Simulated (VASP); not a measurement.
The system is Re.

```
Re
1.0
     0.00000    1.95653    1.95653
     1.95653    0.00000    1.95653
     1.95653    1.95653    0.00000
Re
1
Direct
  0.00000 0.00000 0.00000
```

This isn't the form of Re at room conditions, which is hcp.

Base run:

| Quantity | Value |
| --- | --- |
| Program | VASP 6.6.1 |
| Functional | PBE |
| Potentials or basis | VASP PAW PBE potentials, release 64 (Re) |
| Cutoff | 520 eV |
| k mesh | 8 × 8 × 8 |
| Occupations | gaussian, width 0.05 eV |
| Spin | no spin polarisation |

Its results: band gap on the k mesh zero (an odd number of electrons rules out a gap without spin polarisation); pressure -0.5 GPa.

**Question.** The run is repeated on the same cell with these changes: functional from PBE to r2SCAN; k mesh from 8 × 8 × 8 to 18 × 18 × 18. What comes out?

**Answer.** Band gap on the k mesh zero (an odd number of electrons rules out a gap without spin polarisation); pressure -5.8 GPa.

Several settings changed at once.

Caveats: spin-orbit coupling is left out, which moves the levels of the heavy elements; the cell stands under tension (at least some runs); the PAW data sets were made with another functional, which shifts forces and pressure a little (at least some runs).
